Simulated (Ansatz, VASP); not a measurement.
# Two plane-wave programs on In2O3

```
CELL_PARAMETERS angstrom
-5.14405 5.14405 5.14405
5.14405 -5.14405 5.14405
5.14405 5.14405 -5.14405
ATOMIC_POSITIONS crystal
In 0.50000 0.50000 0.50000
In 0.50000 0.00000 0.00000
In 0.00000 0.50000 0.00000
In 0.00000 0.00000 0.50000
In 0.25000 0.71610 0.46610
In 0.75000 0.78390 0.03390
In 0.46610 0.25000 0.71610
In 0.03390 0.75000 0.78390
In 0.71610 0.46610 0.25000
In 0.78390 0.03390 0.75000
In 0.75000 0.28390 0.53390
In 0.25000 0.21610 0.96610
In 0.53390 0.75000 0.28390
In 0.96610 0.25000 0.21610
In 0.28390 0.53390 0.75000
In 0.21610 0.96610 0.25000
O 0.53705 0.77216 0.54425
O 0.72791 0.99280 0.95575
O 0.96295 0.50720 0.23511
O 0.77209 0.72784 0.26489
O 0.54425 0.53705 0.77216
O 0.95575 0.72791 0.99280
O 0.23511 0.96295 0.50720
O 0.26489 0.77209 0.72784
O 0.77216 0.54425 0.53705
O 0.99280 0.95575 0.72791
O 0.50720 0.23511 0.96295
O 0.72784 0.26489 0.77209
O 0.46295 0.22784 0.45575
O 0.27209 0.00720 0.04425
O 0.03705 0.49280 0.76489
O 0.22791 0.27216 0.73511
O 0.45575 0.46295 0.22784
O 0.04425 0.27209 0.00720
O 0.76489 0.03705 0.49280
O 0.73511 0.22791 0.27216
O 0.22784 0.45575 0.46295
O 0.00720 0.04425 0.27209
O 0.49280 0.76489 0.03705
O 0.27216 0.73511 0.22791
```

Alike in both runs: functional PBE; k mesh 2 × 2 × 2; no spin polarisation.

Ansatz relaxed the structure, and its values are those at the end. VASP's run is a single point on that final structure, the one shown.

|  | VASP | Ansatz |
| --- | --- | --- |
| version | VASP 6.6.1 | Ansatz 0.2.0 |
| potentials or method | VASP PAW PBE potentials, release 64 (In_d, O) | scalar-relativistic, plane waves, PAW |
| plane-wave cutoff (eV) | 520 | 420 |
| occupations | gaussian, width 0.01 eV | fixed |
| valence electrons in the cell | 352 | 352 |

```tsv
	VASP	Ansatz	Ansatz less VASP
gap on the k mesh at the Fermi level (eV)	0.93	0.94	+0.008
least direct gap on the mesh (eV)	0.93	0.94	+0.008
pressure (GPa)	0.4	0.0	-0.41
```

The k mesh is coarse, so the values compare programs but aren't converged.
